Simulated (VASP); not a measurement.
As2CO3:

```xyz
6
Lattice="5.2195 0.0000 0.0000 -2.6097 4.5202 0.0000 0.0000 0.0000 3.6599" Properties=species:S:1:pos:R:3 pbc="T T T"
As    0.0000    3.0135    0.0000
As    2.6097    1.5067    0.0000
C     0.0000    0.0000    0.0000
O     2.6097    0.0000    1.8300
O    -1.3049    2.2601    1.8300
O     1.3049    2.2601    1.8300
```

The cell was generated, and may not be a known phase.

```yaml
Program: VASP 6.6.1
Task: relaxation of cell and atoms
Functional: PBE
Potentials_or_basis: VASP PAW PBE potentials, release 64 (As, C, O)
Cutoff: 600 eV
k_mesh: 6 × 6 × 6
Occupations: gaussian, width 0.1 eV
Spin: no spin polarisation
```

At the start: pressure -15.6 GPa; volume 14.39 Å³/atom.

Question: Where does the relaxation end?

Answer: Over 7 steps the energy falls by 529.7 meV/atom and the volume is 13.02 Å³/atom (-9.5 %); space group P6/mmm (No. 191, to 0.1 Å) before and after.

Step by step:
```
step  energy change (eV)  largest force (eV/Å)  pressure (GPa)  volume (Å³)
   1              0.0000                0.0000          -15.62        86.35
   2             -2.5569                0.0000            5.21        69.42
   3             -2.5773                0.0000            7.80        68.43
   4             -2.9950                0.0000            7.57        71.68
   5             -3.0862                0.0000            7.29        73.90
   6             -3.1126                0.0000           -5.27        81.94
   7             -3.1783                0.0000           -0.04        78.13
```

Final structure:
```cif
data_structure
_symmetry_space_group_name_H-M 'P 1'
_symmetry_Int_Tables_number 1
_cell_length_a 5.6091
_cell_length_b 5.6091
_cell_length_c 2.8675
_cell_angle_alpha 90.000
_cell_angle_beta 90.000
_cell_angle_gamma 120.000
_cell_volume 78.13
loop_
_atom_site_label
_atom_site_type_symbol
_atom_site_fract_x
_atom_site_fract_y
_atom_site_fract_z
_atom_site_occupancy
As1 As 0.33333 0.66667 0.00000 1
As2 As 0.66667 0.33333 0.00000 1
C1 C 0.00000 0.00000 0.00000 1
O1 O 0.50000 0.00000 0.50000 1
O2 O 0.00000 0.50000 0.50000 1
O3 O 0.50000 0.50000 0.50000 1
```

Caveat: a cell axis changed by over 15 % at a fixed basis, so the end point is rough.
